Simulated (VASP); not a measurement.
# Na (I4/mmm) in VASP: further runs

The runs below take Na through single point, with PBEsol.

Everything below comes from runs of VASP 6.6.1. Logs are shortened: lines on timing, memory, paths and dates and some standing lists are left out, and cuts for length are marked.

## (1) The cell of the first run

Symmetry: I4/mmm, No. 139, tetragonal system. Conventional cell: a = 4.235 Å, b = 4.235 Å, c = 4.362 Å, α = 90.00°, β = 90.00°, γ = 90.00°. Na (site symmetry 4/mmm) has 14 Na at 3.70 to 4.36 Å within 4.9 Å.

## (2) Single point, PBEsol (strain +0.000 along x and y, +0.030 along z)

The input, INCAR:

```
SYSTEM = Na
PREC = Accurate ; ENCUT = 520
EDIFF = 1E-6 ; ISMEAR = 0
SIGMA = 0.15 ; LREAL = .False.
LASPH = .True. ; NELM = 60
ALGO = Normal ; ISIF = 2
LWAVE = .False. ; LCHARG = .False.
GGA = PS ; NBANDS = 10
```

The input, KPOINTS:

```
regular mesh
0
Gamma
  16 16 16
  0 0 0
```

The input, POSCAR:

```
Na
1.0
   -2.1175000000      2.1175000000      2.1810250000
    2.1175000000     -2.1175000000      2.1810250000
    2.1175000000      2.1175000000     -2.1810250000
Na
1
Direct
    0.0000000000      0.0000000000      0.0000000000
```

Potentials or basis: VASP PAW PBE potentials, release 64 (Na_pv).

On the command line:

```bash
> cat potpaw_PBE.64/Na_pv/POTCAR > POTCAR
> mpirun -np 1 vasp_std > vasp.out
```

OUTCAR:

```text
SYSTEM = Na
   PREC = Accurate
   ENCUT = 520
   EDIFF = 1E-6
   ISMEAR = 0
   LREAL = .False.
   LASPH = .True.
   NELM = 60
   ISIF = 2
   GGA = PS

 ion  position               nearest neighbor table
   1  0.000  0.000  0.000-

  LATTYP: Found a body centered tetragonal cell.
 ALAT       =     4.2350000000
 C/A-ratio  =     1.0300000000

  Lattice vectors:

 A1 = (  -2.1175000000,   2.1175000000,   2.1810250000)
 A2 = (   2.1175000000,  -2.1175000000,   2.1810250000)
 A3 = (   2.1175000000,   2.1175000000,  -2.1810250000)

Analysis of symmetry for initial positions (statically):
=====================================================================
 Subroutine PRICEL returns:
 Original cell was already a primitive cell.

 Routine SETGRP: Setting up the symmetry group for a
 body centered tetragonal supercell.

 Subroutine GETGRP returns: Found 16 space group operations
 (whereof 16 operations were pure point group operations)
 out of a pool of 16 trial point group operations.

The static configuration has the point symmetry D_4h.

Analysis of symmetry for dynamics (positions and initial velocities):
=====================================================================
 Subroutine PRICEL returns:
 Original cell was already a primitive cell.

 Routine SETGRP: Setting up the symmetry group for a
 body centered tetragonal supercell.

 Subroutine GETGRP returns: Found 16 space group operations
 (whereof 16 operations were pure point group operations)
 out of a pool of 16 trial point group operations.

The dynamic configuration has the point symmetry D_4h.

 Subroutine INISYM returns: Found 16 space group operations
 (whereof 16 operations are pure point group operations),
 and found     1 'primitive' translations

----------------------------------------------------------------------------------------

                                     Primitive cell

  volume of cell :      39.1172

  direct lattice vectors                    reciprocal lattice vectors
    -2.117500000  2.117500000  2.181025000     0.000000000  0.236127509  0.229250009
     2.117500000 -2.117500000  2.181025000     0.236127509  0.000000000  0.229250009
     2.117500000  2.117500000 -2.181025000     0.236127509  0.236127509  0.000000000

  length of vectors
     3.704656874  3.704656874  3.704656874     0.329107531  0.329107531  0.333934725

  position of ions in fractional coordinates (direct lattice)
     0.000000000  0.000000000  0.000000000

  ion indices of the primitive-cell ions
   primitive index   ion index
                 1           1

----------------------------------------------------------------------------------------

 KPOINTS: regular mesh

Automatic generation of k-mesh.
 Grid dimensions read from file:
 generate k-points for:   16   16   16

 Generating k-lattice:

  Cartesian coordinates                     Fractional coordinates (reciprocal lattice)
     0.000000000  0.014757969  0.014328126     0.062500000 -0.000000000  0.000000000
     0.014757969  0.000000000  0.014328126    -0.000000000  0.062500000  0.000000000
     0.014757969  0.014757969  0.000000000     0.000000000  0.000000000  0.062500000

  Length of vectors
     0.020569221  0.020569221  0.020870920

  Shift w.r.t. Gamma in fractional coordinates (k-lattice)
     0.000000000  0.000000000  0.000000000

 Subroutine IBZKPT returns following result:
 ===========================================

 Found    349 irreducible k-points:

 Following reciprocal coordinates:
            Coordinates               Weight
  0.000000  0.000000  0.000000      1.000000
  0.062500 -0.000000  0.000000      8.000000
  0.125000 -0.000000  0.000000      8.000000
  0.187500 -0.000000  0.000000      8.000000
  0.250000 -0.000000  0.000000      8.000000
  0.312500  0.000000  0.000000      8.000000
[... 16 lines left out ...]
 -0.125000  0.062500 -0.000000     16.000000
 -0.062500  0.062500  0.000000      4.000000
 [... further k-points ...]
   k-points           NKPTS =    349   k-points in BZ     NKDIM =    349   number of bands    NBANDS=     10
   number of dos      NEDOS =    301   number of ions     NIONS =      1
   total plane-waves  NPLWV =  21952
   dimension x,y,z NGX =    28 NGY =   28 NGZ =   28
   dimension x,y,z NGXF=    56 NGYF=   56 NGZF=   56
   ions per type =               1
   NGX,Y,Z   is equivalent  to a cutoff of  12.56, 12.56, 12.56 a.u.
   NGXF,Y,Z  is equivalent  to a cutoff of  25.13, 25.13, 25.13 a.u.
 SYSTEM =  Na
   PREC   = accura    normal or accurate (medium, high low for compatibility)
   ISTART =      0    job   : 0-new  1-cont  2-samecut
   ICHARG =      2    charge: 1-file 2-atom 10-const
   ISPIN  =      1    spin polarized calculation?
   LNONCOLLINEAR =      F non collinear calculations
   LSORBIT =      F    spin-orbit coupling
   LASPH  =      T    aspherical Exc in radial PAW
   ENCUT  =  520.0 eV  38.22 Ry    6.18 a.u.   6.89  6.89  6.89*2*pi/ulx,y,z
   NELM   =     60;   NELMIN=  2; NELMDL= -5     # of ELM steps
   EDIFF  = 0.1E-05   stopping-criterion for ELM
   LREAL  =      F    real-space projection
   EDIFFG = 0.1E-04   stopping-criterion for IOM
   NSW    =      0    number of steps for IOM
   IBRION =     -1    ionic relax: 0-MD 1-quasi-New 2-CG
   NFREE  =      0    steps in history (QN), initial steepest desc. (CG)
   ISIF   =      2    stress and relaxation
   ISYM   =      2    0-nonsym 1-usesym 2-fastsym
   POTIM  = 0.5000    time-step for ionic-motion
   TEBEG  =    0.0;   TEEND  =   0.0 temperature during run
   PSTRESS=    0.0 pullay stress
   NELECT =       7.0000    total number of electrons
   NUPDOWN=      -1.0000    fix difference up-down
   EMIN   =  10.00;   EMAX   =-10.00  energy-range for DOS
   EFERMI =   0.00;   METHOD = LEGACY
   ISMEAR =     0;   SIGMA  =   0.15  broadening in eV -4-tet -1-fermi 0-gaus
   EFERMI_NEDOS =   21; number of points for ismear=-14 and -15
   IALGO  =     38    algorithm
   IMIX   =      4    mixing-type and parameters
     AMIX     =   0.40;   BMIX     =  1.00
     AMIX_MAG =   1.60;   BMIX_MAG =  1.00
  volume/ion in A,a.u.               =      39.12       263.98
  Fermi-wavevector in a.u.,A,eV,Ry     =   0.922540  1.743347 11.579637  0.851079
  Thomas-Fermi vector in A             =   2.048078
   LORBIT       =      0    0 simple, 1 ext, 2 COOP (PROOUT), +10 PAW based schemes
   GGA     = PS    functional components
   LHFCALC =     F    Hartree Fock is set to
   AEXX    =    0.0000 exact exchange contribution
   IVDW    =     0    specifies the selected vdW correction
   LEPSILON=     F    determine dielectric tensor
   LRPA    =     F    only Hartree local field effects (RPA)
 non-spin polarized calculation
 Gauss-broadening in eV      SIGMA  =   0.15
  energy-cutoff  :      520.00
  volume of cell :       39.12
 maximum number of plane-waves:      1076
   NGX = 13   NGY = 13   NGZ = 13

 number of electron       7.0000006 magnetization

 Free energy of the ion-electron system (eV)
  ---------------------------------------------------
  ext. energy  EPLUGINS =         0.00000000
  ---------------------------------------------------
  free energy    TOTEN  =        -1.39762546 eV

  energy without entropy =       -1.39235515  energy(sigma->0) =       -1.39499030

 E-fermi :   0.1570     XC(G=0):  -6.3613

 val. band max:        0.1561302674   @ k =  -0.3125  -0.3125   0.2500
 cond. band min:       0.1619446979   @ k =   0.5000   0.1875   0.0000
 fundamental gap:      0.0058144305
 Fermi energy:         0.1569743294

 k-point     1 :       0.0000    0.0000    0.0000
  band No.  band energies     occupation
      1     -24.6722      2.00000
      2     -24.6722      2.00000
      3     -24.6721      2.00000
      4      -3.0076      2.00000
      5      11.4093      0.00000
      6      11.4093      0.00000
      7      11.8381      0.00000
      8      12.3130      0.00000
      9      12.7343      0.00000
     10      12.9165      0.00000

 k-point     2 :       0.0625   -0.0000    0.0000
  band No.  band energies     occupation
      1     -24.6733      2.00000
      2     -24.6726      2.00000
      3     -24.6722      2.00000
      4      -2.9419      2.00000
      5      10.4727      0.00000
      6      11.0448      0.00000
      7      11.4659      0.00000
      8      11.8334      0.00000
      9      12.1166      0.00000
     10      13.0880      0.00000

 k-point     3 :       0.1250   -0.0000    0.0000
  band No.  band energies     occupation
      1     -24.6766      2.00000
      2     -24.6736      2.00000
      3     -24.6721      2.00000
      4      -2.7454      2.00000
      5       8.9036      0.00000
      6      10.3961      0.00000
      7      10.8761      0.00000
      8      11.2401      0.00000
      9      11.7713      0.00000
     10      13.2132      0.00000

 k-point     4 :       0.1875   -0.0000    0.0000
  band No.  band energies     occupation
      1     -24.6814      2.00000
      2     -24.6752      2.00000
      3     -24.6721      2.00000
      4      -2.4193      2.00000
      5       7.3599      0.00000
      6       9.7709      0.00000
      7      10.3350      0.00000
      8      10.6349      0.00000
      9      11.4443      0.00000
     10      13.3874      0.00000
[... 222 lines left out ...]
 k-point    22 :      -0.1875    0.0625   -0.0000
  band No.  band energies     occupation
      1     -24.6796      2.00000
      2     -24.6742      2.00000
      3     -24.6726      2.00000
      4      -2.5437      2.00000
      5       8.1215      0.00000
      6       9.3849      0.00000
      7      10.2421      0.00000
      8      11.3864      0.00000
      9      11.8405      0.00000
     10      12.9807      0.00000

 k-point    23 :      -0.1250    0.0625   -0.0000
  band No.  band energies     occupation
      1     -24.6756      2.00000
      2     -24.6729      2.00000
      3     -24.6725      2.00000
      4      -2.8069      2.00000
      5       9.6571      0.00000
      6      10.1037      0.00000
      7      10.7530      0.00000
      8      11.6041      0.00000
      9      12.1181      0.00000
     10      13.1982      0.00000

 k-point    24 :      -0.0625    0.0625    0.0000
  band No.  band energies     occupation
      1     -24.6733      2.00000
      2     -24.6725      2.00000
      3     -24.6722      2.00000
      4      -2.9400      2.00000
      5      10.8520      0.00000
      6      10.9267      0.00000
      7      11.0933      0.00000
      8      11.7058      0.00000
      9      12.1936      0.00000
     10      13.2482      0.00000

 [... further k-points ...]

------------------------ aborting loop because EDIFF is reached ----------------------------------------

  FORCE on cell =-STRESS in cart. coord.  units (eV):
  Direction    XX          YY          ZZ          XY          YZ          ZX
  --------------------------------------------------------------------------------------
  -------------------------------------------------------------------------------------
  Total       -0.1276323     -0.1276323     -0.1344615      0.0000000      0.0000000      0.0000000
  in kB       -5.2276151     -5.2276151     -5.5073287      0.0000000      0.0000000      0.0000000
  external PRESSURE =      -5.3208530 kB  Pullay stress =       0.0000000 kB

 VOLUME and BASIS-vectors are now :
 -----------------------------------------------------------------------------
  energy-cutoff  :      520.00
  volume of cell :       39.12
      direct lattice vectors                 reciprocal lattice vectors
    -2.117500000  2.117500000  2.181025000     0.000000000  0.236127509  0.229250009
     2.117500000 -2.117500000  2.181025000     0.236127509  0.000000000  0.229250009
     2.117500000  2.117500000 -2.181025000     0.236127509  0.236127509  0.000000000

 POSITION                                       TOTAL-FORCE (eV/Angst)
 -----------------------------------------------------------------------------------
      0.00000      0.00000      0.00000        -0.000000     -0.000000      0.000000
 -----------------------------------------------------------------------------------
    total drift:                               -0.000000     -0.000000     -0.000000

  FREE ENERGIE OF THE ION-ELECTRON SYSTEM (eV)
  ---------------------------------------------------
  free  energy   TOTEN  =        -1.3976254625 eV

  energy  without entropy=       -1.3923551470  energy(sigma->0) =       -1.39499030
```

Wall time 42 s (1 thread of Intel Xeon Platinum 8559C (Emerald Rapids), shared host); peak memory 0.23 GiB.

Results:

| Quantity | Value |
| --- | --- |
| Free energy | -1.3976 eV |
| Pressure | -0.5 GPa |
| Band gap on the k mesh | zero (an odd number of electrons rules out a gap without spin polarisation) |

Caveat: the cell differs from its parent crystal (strain +0.000 along x and y, +0.030 along z); the PAW data sets were made with another functional, which shifts forces and pressure a little.

## (3) Single point, PBEsol (strain +0.015 along x and y, +0.000 along z)

The input, INCAR:

```
PREC = Accurate
ENCUT = 520
EDIFF = 1E-7
ISMEAR = 0
SIGMA = 0.15
LREAL = F
LASPH = T
NELM = 60
ALGO = Fast
ISIF = 2
LWAVE = F
LCHARG = T
GGA = PS
LELF = T
LVHAR = T
NBANDS = 10
```

The input, KPOINTS:

```
regular mesh
0
Gamma
  16 16 16
```

The input, POSCAR:

```
Na
1.0
   -2.1492625000      2.1492625000      2.1175000000
    2.1492625000     -2.1492625000      2.1175000000
    2.1492625000      2.1492625000     -2.1175000000
Na
1
Direct
    0.0000000000      0.0000000000      0.0000000000
```

Potentials or basis: VASP PAW PBE potentials, release 64 (Na_pv).

On the command line:

```bash
> cat potpaw_PBE.64/Na_pv/POTCAR > POTCAR
> mpirun -np 1 vasp_std > vasp.out
```

It took 60 s on 1 thread of Intel Xeon Platinum 8559C (Emerald Rapids), shared host; peak memory 0.23 GiB.

The run converged. Its results:

* Free energy: -1.3976 eV
* Pressure: -0.5 GPa
* Band gap on the k mesh: zero (an odd number of electrons rules out a gap without spin polarisation)

Levels at points of the mesh, in eV from the Fermi level:
```csv
k point,band 1,band 2,band 3,band 4,band 5,band 6
"(0.00, 0.00, 0.00)",-24.83,-24.83,-24.83,-3.17,11.24,11.46
"(0.50, 0.00, 0.00)",-24.86,-24.84,-24.83,0.75,1.19,7.92
"(0.50, 0.50, 0.00)",-24.86,-24.84,-24.83,0.70,1.12,8.10
"(0.50, 0.50, 0.50)",-24.85,-24.85,-24.85,4.37,4.48,4.63
```

Caveat: the cell differs from its parent crystal (strain +0.015 along x and y, +0.000 along z); the PAW data sets were made with another functional, which shifts forces and pressure a little.

## (4) Single point, PBEsol (strain +0.030 along x and y, -0.015 along z)

The input, INCAR:

```
SYSTEM = Na
  PREC = Accurate
  ENCUT = 520
  EDIFF = 1E-6
  ISMEAR = 0
  SIGMA = 0.15
  LREAL = .False.
  LASPH = .True.
  NELM = 60
  ALGO = Normal
  ISIF = 2
  LWAVE = .False.
  LCHARG = .False.
  GGA = PS
  NBANDS = 10
```

The input, KPOINTS:

```
Automatic mesh
0
Gamma
  16 16 16
  0 0 0
```

The input, POSCAR:

```
Na
1.0
   -2.1810250000      2.1810250000      2.0857375000
    2.1810250000     -2.1810250000      2.0857375000
    2.1810250000      2.1810250000     -2.0857375000
Na
1
Direct
    0.0000000000      0.0000000000      0.0000000000
```

On the command line:

```bash
> cat potpaw_PBE.64/Na_pv/POTCAR > POTCAR
> mpirun -np 1 vasp_std > vasp.out
```

Run time: 37 s. Hardware: 1 thread of Intel Xeon Platinum 8559C (Emerald Rapids), shared host; peak memory 0.23 GiB.

Results (log left out):

* Free energy: -1.3954 eV
* Pressure: -0.6 GPa
* Band gap on the k mesh: zero (an odd number of electrons rules out a gap without spin polarisation)

Stress tensor (GPa, compression positive):
```
-0.64  0.00  0.00
 0.00 -0.64  0.00
 0.00  0.00 -0.56
```

Levels at points of the mesh, in eV from the Fermi level:
| k point | band 1 | band 2 | band 3 | band 4 | band 5 | band 6 | band 7 |
| --- | --- | --- | --- | --- | --- | --- | --- |
| (0.00, 0.00, 0.00) | -24.84 | -24.84 | -24.84 | -3.13 | 10.87 | 11.53 | 11.53 |
| (0.50, 0.00, 0.00) | -24.87 | -24.85 | -24.84 | 0.79 | 1.23 | 7.75 | 8.53 |
| (0.50, 0.50, 0.00) | -24.87 | -24.85 | -24.84 | 0.63 | 1.02 | 8.30 | 9.08 |
| (0.50, 0.50, 0.50) | -24.86 | -24.86 | -24.86 | 4.23 | 4.42 | 4.42 | 4.55 |

Caveat: the cell differs from its parent crystal (strain +0.030 along x and y, -0.015 along z); the PAW data sets were made with another functional, which shifts forces and pressure a little.

## (5) Single point, PBEsol (strain +0.030 along x and y, +0.000 along z)

The input, INCAR:

```
SYSTEM = Na
ALGO = Normal ; EDIFF = 1E-6
ENCUT = 520 ; GGA = PS
ISIF = 2 ; ISMEAR = 0
LASPH = .TRUE. ; LCHARG = .FALSE.
LREAL = .FALSE. ; LWAVE = .FALSE.
NBANDS = 10 ; NELM = 80
PREC = Accurate ; SIGMA = 0.15
```

The input, KPOINTS:

```
k-points
0
G
  16 16 16
  0 0 0
```

The input, POSCAR:

```
Na
1.0
   -2.1810250000      2.1810250000      2.1175000000
    2.1810250000     -2.1810250000      2.1175000000
    2.1810250000      2.1810250000     -2.1175000000
Na
1
Direct
    0.0000000000      0.0000000000      0.0000000000
```

On the command line:

```bash
> cat potpaw_PBE.64/Na_pv/POTCAR > POTCAR
> mpirun -np 1 vasp_std > vasp.out
```

It took 40 s on 1 thread of Intel Xeon Platinum 8559C (Emerald Rapids), shared host; peak memory 0.23 GiB.

It converged, with:

```
Free energy            : -1.3932 eV
Pressure               : -0.7 GPa
Band gap on the k mesh : zero (an odd number of electrons rules out a gap without spin polarisation)
```

Levels at points of the mesh, in eV from the Fermi level:
| k point | band 1 | band 2 | band 3 | band 4 | band 5 | band 6 | band 7 | band 8 | band 9 |
| --- | --- | --- | --- | --- | --- | --- | --- | --- | --- |
| (0.00, 0.00, 0.00) | -24.86 | -24.86 | -24.86 | -3.10 | 10.92 | 11.35 | 11.35 | 11.95 | 12.38 |
| (0.50, 0.00, 0.00) | -24.88 | -24.86 | -24.86 | 0.76 | 1.18 | 7.75 | 8.49 | 8.67 | 9.73 |
| (0.50, 0.50, 0.00) | -24.88 | -24.86 | -24.86 | 0.66 | 1.05 | 8.11 | 8.85 | 9.04 | 9.92 |
| (0.50, 0.50, 0.50) | -24.88 | -24.88 | -24.87 | 4.26 | 4.46 | 4.46 | 4.48 | 4.94 | 7.12 |

Caveat: the cell differs from its parent crystal (strain +0.030 along x and y, +0.000 along z); the PAW data sets were made with another functional, which shifts forces and pressure a little.

## (6) The runs side by side

| cell | gap on the mesh (eV) | pressure (GPa) |
| --- | --- | --- |
| a = 3.705 Å, angles 110.3, 110.3, 107.9°, 1 atom | none | -0.5 |
| a = 3.704 Å, angles 109.1, 109.1, 110.3°, 1 atom | none | -0.5 |
| a = 3.723 Å, angles 108.3, 108.3, 111.9°, 1 atom | none | -0.6 |
| a = 3.741 Å, angles 108.7, 108.7, 111.1°, 1 atom | none | -0.7 |

Alike in all rows: task single point; level PBEsol; potentials or basis VASP PAW PBE potentials, release 64 (Na_pv); no spin polarisation; k mesh 16 × 16 × 16; cutoff (eV) 520; smearing gaussian 0.15 eV.

Caveats: the PAW data sets were made with another functional, which shifts forces and pressure a little.

Absolute energies hang on the potentials; compare differences alone.
